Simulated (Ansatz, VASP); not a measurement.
# WS2: VASP beside Ansatz

```
W S
1.0
     1.53163    0.88429    5.97843
    -1.53163    0.88429    5.97843
     0.00000   -1.76857    5.97843
W S
1 2
Direct
  0.00000 0.00000 0.00000
  0.75030 0.75030 0.75030
  0.58100 0.58100 0.58100
```

Change from the starting cell: strain -0.030 along x and y, -0.030 along z, atoms carried along.

Alike in both runs: task single point; functional PBEsol; k mesh 12 × 12 × 12; occupations gaussian, width 0.05 eV; no spin polarisation.

|  | VASP | Ansatz |
| --- | --- | --- |
| version | VASP 6.6.1 | Ansatz 0.2.0 |
| potentials or method | VASP PAW PBE potentials, release 64 (W_sv, S), cutoff 520 eV | scalar-relativistic, plane waves, PAW |
| valence electrons in the cell | 26 | 26 |

VASP gave:

```
gap on the k mesh at the Fermi level (eV)                     : 0.89
least direct gap on the mesh (eV)                             : 2.12
pressure (GPa)                                                : 18.2
traceless stress, the component that is largest in VASP (GPa) : 1.82
rms of the force components (eV/Å)                            : 0.901
```

**Question.** Estimate Ansatz's values.

**Answer.** gap on the k mesh at the Fermi level (eV): 0.87; least direct gap on the mesh (eV): 2.12; pressure (GPa): 18.0; traceless stress, the component that is largest in VASP (GPa): 1.81; rms of the force components (eV/Å): 0.890.

VASP's potentials were made for PBE, not for PBEsol. Atom by atom the forces differ by 0.011 eV/Å (rms over components).

Spin-orbit coupling is off throughout.
